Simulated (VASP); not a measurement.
# NaF (Fm-3m) in VASP: a series of runs

The runs below take NaF through single point, with PBE.

Program: VASP 6.6.1. These are calculated values, not measurements. Logs are shortened: lines on timing, memory, paths and dates and some standing lists are left out, and cuts for length are marked.

## 1. The cell of the first run

It takes space group Fm-3m (No. 225, cubic). Conventional cell: a = 4.594 Å, b = 4.594 Å, c = 4.594 Å, α = 90.00°, β = 90.00°, γ = 90.00°. Na (site symmetry m-3m) has 6 F at 2.30 Å within 3.0 Å. Within 3.0 Å of F (site symmetry m-3m) lie 6 Na at 2.30 Å.

## 2. Single point, PBE

The input, INCAR:

```
SYSTEM = NaF
PREC = Accurate
ENCUT = 520
EDIFF = 1E-7
ISMEAR = 0
SIGMA = 0.01
LREAL = .False.
LASPH = .True.
NELM = 80
ALGO = Normal
ISIF = 2
LWAVE = .False.
LCHARG = .True.
GGA = PE
LELF = .True.
LVHAR = .True.
NBANDS = 14
```

The input, KPOINTS:

```
Automatic mesh
0
Gamma
  6 6 6
  0 0 0
```

The input, POSCAR:

```
NaF
1.0
    0.0000000000      2.2972417895      2.2972417895
    2.2972417895      0.0000000000      2.2972417895
    2.2972417895      2.2972417895      0.0000000000
Na F
1 1
Direct
    0.0000000000      0.0000000000      0.0000000000
    0.5000000000      0.5000000000      0.5000000000
```

Potentials or basis: VASP PAW PBE potentials, release 64 (Na_pv, F).

On the command line:

```console
> cat potpaw_PBE.64/Na_pv/POTCAR potpaw_PBE.64/F/POTCAR > POTCAR
> mpirun -np 1 vasp_std > vasp.out
```

OUTCAR:

```text
SYSTEM = NaF
   PREC = Accurate
   ENCUT = 520
   EDIFF = 1E-7
   ISMEAR = 0
   LREAL = .False.
   LASPH = .True.
   NELM = 80
   ISIF = 2
   GGA = PE

 ion  position               nearest neighbor table
   1  0.000  0.000  0.000-   2 2.30   2 2.30   2 2.30   2 2.30   2 2.30   2 2.30
   2  0.500  0.500  0.500-   1 2.30   1 2.30   1 2.30   1 2.30   1 2.30   1 2.30

  LATTYP: Found a face centered cubic cell.
 ALAT       =     4.5944835790

  Lattice vectors:

 A1 = (   0.0000000000,   2.2972417895,   2.2972417895)
 A2 = (   2.2972417895,   0.0000000000,   2.2972417895)
 A3 = (   2.2972417895,   2.2972417895,   0.0000000000)

Analysis of symmetry for initial positions (statically):
=====================================================================
 Subroutine PRICEL returns:
 Original cell was already a primitive cell.

 Routine SETGRP: Setting up the symmetry group for a
 face centered cubic supercell.

 Subroutine GETGRP returns: Found 48 space group operations
 (whereof 48 operations were pure point group operations)
 out of a pool of 48 trial point group operations.

The static configuration has the point symmetry O_h .

Analysis of symmetry for dynamics (positions and initial velocities):
=====================================================================
 Subroutine PRICEL returns:
 Original cell was already a primitive cell.

 Routine SETGRP: Setting up the symmetry group for a
 face centered cubic supercell.

 Subroutine GETGRP returns: Found 48 space group operations
 (whereof 48 operations were pure point group operations)
 out of a pool of 48 trial point group operations.

The dynamic configuration has the point symmetry O_h .

 Subroutine INISYM returns: Found 48 space group operations
 (whereof 48 operations are pure point group operations),
 and found     1 'primitive' translations

----------------------------------------------------------------------------------------

                                     Primitive cell

  volume of cell :      24.2466

  direct lattice vectors                    reciprocal lattice vectors
     0.000000000  2.297241790  2.297241790    -0.217652318  0.217652318  0.217652318
     2.297241790  0.000000000  2.297241790     0.217652318 -0.217652318  0.217652318
     2.297241790  2.297241790  0.000000000     0.217652318  0.217652318 -0.217652318

  length of vectors
     3.248790495  3.248790495  3.248790495     0.376984873  0.376984873  0.376984873

  position of ions in fractional coordinates (direct lattice)
     0.000000000  0.000000000  0.000000000
     0.500000000  0.500000000  0.500000000

  ion indices of the primitive-cell ions
   primitive index   ion index
                 1           1
                 2           2

----------------------------------------------------------------------------------------

 KPOINTS: Automatic mesh

Automatic generation of k-mesh.
 Grid dimensions read from file:
 generate k-points for:    6    6    6

 Generating k-lattice:

  Cartesian coordinates                     Fractional coordinates (reciprocal lattice)
    -0.036275386  0.036275386  0.036275386     0.166666667  0.000000000  0.000000000
     0.036275386 -0.036275386  0.036275386     0.000000000  0.166666667  0.000000000
     0.036275386  0.036275386 -0.036275386     0.000000000  0.000000000  0.166666667

  Length of vectors
     0.062830812  0.062830812  0.062830812

  Shift w.r.t. Gamma in fractional coordinates (k-lattice)
     0.000000000  0.000000000  0.000000000

 Subroutine IBZKPT returns following result:
 ===========================================

 Found     16 irreducible k-points:

 Following reciprocal coordinates:
            Coordinates               Weight
  0.000000  0.000000  0.000000      1.000000
  0.166667  0.000000  0.000000      8.000000
  0.333333  0.000000  0.000000      8.000000
  0.500000  0.000000  0.000000      4.000000
  0.166667  0.166667  0.000000      6.000000
  0.333333  0.166667  0.000000     24.000000
[... 8 lines left out ...]
 -0.333333  0.333333  0.166667     24.000000
 -0.333333  0.500000  0.166667     12.000000
   k-points           NKPTS =     16   k-points in BZ     NKDIM =     16   number of bands    NBANDS=     14
   number of dos      NEDOS =    301   number of ions     NIONS =      2
   total plane-waves  NPLWV =  13824
   dimension x,y,z NGX =    24 NGY =   24 NGZ =   24
   dimension x,y,z NGXF=    48 NGYF=   48 NGZF=   48
   ions per type =               1   1
   NGX,Y,Z   is equivalent  to a cutoff of  12.28, 12.28, 12.28 a.u.
   NGXF,Y,Z  is equivalent  to a cutoff of  24.56, 24.56, 24.56 a.u.
 SYSTEM =  NaF
   PREC   = accura    normal or accurate (medium, high low for compatibility)
   ISTART =      0    job   : 0-new  1-cont  2-samecut
   ICHARG =      2    charge: 1-file 2-atom 10-const
   ISPIN  =      1    spin polarized calculation?
   LNONCOLLINEAR =      F non collinear calculations
   LSORBIT =      F    spin-orbit coupling
   LASPH  =      T    aspherical Exc in radial PAW
   ENCUT  =  520.0 eV  38.22 Ry    6.18 a.u.   6.04  6.04  6.04*2*pi/ulx,y,z
   NELM   =     80;   NELMIN=  2; NELMDL= -5     # of ELM steps
   EDIFF  = 0.1E-06   stopping-criterion for ELM
   LREAL  =      F    real-space projection
   EDIFFG = 0.1E-05   stopping-criterion for IOM
   NSW    =      0    number of steps for IOM
   IBRION =     -1    ionic relax: 0-MD 1-quasi-New 2-CG
   NFREE  =      0    steps in history (QN), initial steepest desc. (CG)
   ISIF   =      2    stress and relaxation
   ISYM   =      2    0-nonsym 1-usesym 2-fastsym
   POTIM  = 0.5000    time-step for ionic-motion
   TEBEG  =    0.0;   TEEND  =   0.0 temperature during run
   PSTRESS=    0.0 pullay stress
   NELECT =      14.0000    total number of electrons
   NUPDOWN=      -1.0000    fix difference up-down
   EMIN   =  10.00;   EMAX   =-10.00  energy-range for DOS
   EFERMI =   0.00;   METHOD = LEGACY
   ISMEAR =     0;   SIGMA  =   0.01  broadening in eV -4-tet -1-fermi 0-gaus
   EFERMI_NEDOS =   21; number of points for ismear=-14 and -15
   IALGO  =     38    algorithm
   IMIX   =      4    mixing-type and parameters
     AMIX     =   0.40;   BMIX     =  1.00
     AMIX_MAG =   1.60;   BMIX_MAG =  1.00
  volume/ion in A,a.u.               =      12.12        81.81
  Fermi-wavevector in a.u.,A,eV,Ry     =   1.363225  2.576121 25.284819  1.858382
  Thomas-Fermi vector in A             =   2.489646
   LORBIT       =      0    0 simple, 1 ext, 2 COOP (PROOUT), +10 PAW based schemes
   GGA     = PE    functional components
   LHFCALC =     F    Hartree Fock is set to
   AEXX    =    0.0000 exact exchange contribution
   IVDW    =     0    specifies the selected vdW correction
   LEPSILON=     F    determine dielectric tensor
   LRPA    =     F    only Hartree local field effects (RPA)
 non-spin polarized calculation
 Gauss-broadening in eV      SIGMA  =   0.01
  energy-cutoff  :      520.00
  volume of cell :       24.25
 maximum number of plane-waves:       660
   NGX = 13   NGY = 13   NGZ = 13

 number of electron      13.9999992 magnetization

 Free energy of the ion-electron system (eV)
  ---------------------------------------------------
  ext. energy  EPLUGINS =         0.00000000
  ---------------------------------------------------
  free energy    TOTEN  =        -8.54961544 eV

  energy without entropy =       -8.54961544  energy(sigma->0) =       -8.54961544

 E-fermi :  -1.8051     XC(G=0):  -9.2781

 val. band max:       -1.9698089470   @ k =   0.0000   0.0000   0.0000
 cond. band min:       4.4707140820   @ k =   0.0000   0.0000   0.0000
 fundamental gap:      6.4405230290
 Fermi energy:        -1.8051444010

 k-point     1 :       0.0000    0.0000    0.0000
  band No.  band energies     occupation
      1     -21.1875      2.00000
      2     -20.8408      2.00000
      3     -20.8408      2.00000
      4     -20.8408      2.00000
      5      -1.9698      2.00000
      6      -1.9698      2.00000
      7      -1.9698      2.00000
      8       4.4707      0.00000
      9      17.1908      0.00000
     10      17.1908      0.00000
     11      17.1908      0.00000
     12      20.1075      0.00000
     13      22.3126      0.00000
     14      22.3126      0.00000

 k-point     2 :       0.1667    0.0000    0.0000
  band No.  band energies     occupation
      1     -21.4486      2.00000
      2     -20.8440      2.00000
      3     -20.8440      2.00000
      4     -20.5428      2.00000
      5      -2.4714      2.00000
      6      -2.0381      2.00000
      7      -2.0381      2.00000
      8       5.4141      0.00000
      9      14.7028      0.00000
     10      17.6130      0.00000
     11      17.6130      0.00000
     12      21.4920      0.00000
     13      21.4920      0.00000
     14      22.6224      0.00000

 k-point     3 :       0.3333    0.0000    0.0000
  band No.  band energies     occupation
      1     -21.7065      2.00000
      2     -20.8505      2.00000
      3     -20.8505      2.00000
      4     -20.2093      2.00000
      5      -3.2729      2.00000
      6      -2.1717      2.00000
      7      -2.1717      2.00000
      8       7.4224      0.00000
      9      12.2013      0.00000
     10      18.2875      0.00000
     11      18.2875      0.00000
     12      21.0168      0.00000
     13      21.0168      0.00000
     14      22.4716      0.00000
[... 188 lines left out ...]
 k-point    15 :      -0.3333    0.3333    0.1667
  band No.  band energies     occupation
      1     -21.5204      2.00000
      2     -20.9230      2.00000
      3     -20.8972      2.00000
      4     -20.3083      2.00000
      5      -3.1403      2.00000
      6      -2.7217      2.00000
      7      -2.3987      2.00000
      8      10.6096      0.00000
      9      11.1350      0.00000
     10      14.4615      0.00000
     11      16.3377      0.00000
     12      20.9831      0.00000
     13      21.6945      0.00000
     14      26.3497      0.00000

 k-point    16 :      -0.3333    0.5000    0.1667
  band No.  band energies     occupation
      1     -21.3184      2.00000
      2     -20.9698      2.00000
      3     -20.9221      2.00000
      4     -20.4697      2.00000
      5      -3.0830      2.00000
      6      -2.6380      2.00000
      7      -2.5203      2.00000
      8      11.4123      0.00000
      9      11.4278      0.00000
     10      12.8919      0.00000
     11      16.0631      0.00000
     12      19.8176      0.00000
     13      24.4121      0.00000
     14      24.4797      0.00000

------------------------ aborting loop because EDIFF is reached ----------------------------------------

  FORCE on cell =-STRESS in cart. coord.  units (eV):
  Direction    XX          YY          ZZ          XY          YZ          ZX
  --------------------------------------------------------------------------------------
  -------------------------------------------------------------------------------------
  Total        0.5306902      0.5306902      0.5306902      0.0000000     -0.0000000      0.0000000
  in kB       35.0672374     35.0672374     35.0672374      0.0000000     -0.0000000      0.0000000
  external PRESSURE =      35.0672374 kB  Pullay stress =       0.0000000 kB

 VOLUME and BASIS-vectors are now :
 -----------------------------------------------------------------------------
  energy-cutoff  :      520.00
  volume of cell :       24.25
      direct lattice vectors                 reciprocal lattice vectors
     0.000000000  2.297241790  2.297241790    -0.217652318  0.217652318  0.217652318
     2.297241790  0.000000000  2.297241790     0.217652318 -0.217652318  0.217652318
     2.297241790  2.297241790  0.000000000     0.217652318  0.217652318 -0.217652318

 POSITION                                       TOTAL-FORCE (eV/Angst)
 -----------------------------------------------------------------------------------
      0.00000      0.00000      0.00000        -0.000000      0.000000      0.000000
      2.29724      2.29724      2.29724         0.000000     -0.000000     -0.000000
 -----------------------------------------------------------------------------------
    total drift:                                0.000000     -0.000000      0.000000

  FREE ENERGIE OF THE ION-ELECTRON SYSTEM (eV)
  ---------------------------------------------------
  free  energy   TOTEN  =        -8.5496154423 eV

  energy  without entropy=       -8.5496154423  energy(sigma->0) =       -8.54961544
```

It took 8.3 s on 1 thread of AMD EPYC 7R13, shared host; peak memory 0.1 GiB.

Results:

```
Free energy            : -8.5496 eV
Pressure               : 3.5 GPa
Band gap on the k mesh : 6.44 eV
```

Caveat: the cell stands under pressure.

## 3. Single point, PBE

The input, INCAR:

```
PREC = Accurate
ENCUT = 520
EDIFF = 1E-7
ISMEAR = 0
SIGMA = 0.01
LREAL = F
LASPH = T
NELM = 100
ALGO = Normal
ISIF = 2
LWAVE = F
LCHARG = F
GGA = PE
NBANDS = 14
```

The input, KPOINTS:

```
regular mesh
0
Gamma
  6 6 6
```

POSCAR is that of step 2.

Potentials or basis: VASP PAW PBE potentials, release 64 (Na_pv, F).

On the command line:

```console
> cat potpaw_PBE.64/Na_pv/POTCAR potpaw_PBE.64/F/POTCAR > POTCAR
> mpirun -np 1 vasp_std > vasp.out
```

Run time: 7.7 s. Hardware: 1 thread of AMD EPYC 7R13, shared host; peak memory 0.1 GiB.

Results (log left out):

| Item | Value |
| --- | --- |
| Free energy | -8.5496 eV |
| Pressure | 3.5 GPa |
| Band gap on the k mesh | 6.44 eV |

Levels at points of the mesh, in eV from the valence-band top:
| k point | band 3 | band 4 | band 5 | band 6 | band 7 | band 8 | band 9 | band 10 | band 11 | band 12 |
| --- | --- | --- | --- | --- | --- | --- | --- | --- | --- | --- |
| (0.00, 0.00, 0.00) | -18.87 | -18.87 | 0.00 | 0.00 | 0.00 | 6.44 | 19.16 | 19.16 | 19.16 | 22.08 |
| (0.50, 0.00, 0.00) | -18.88 | -18.11 | -1.64 | -0.27 | -0.27 | 10.94 | 12.69 | 20.39 | 20.39 | 23.23 |
| (0.50, 0.50, 0.00) | -18.93 | -18.93 | -1.31 | -0.42 | -0.42 | 13.37 | 13.39 | 13.86 | 20.11 | 20.11 |

Caveat: the cell stands under pressure. PBE gaps usually lie below the measured ones, often by a third to a half.
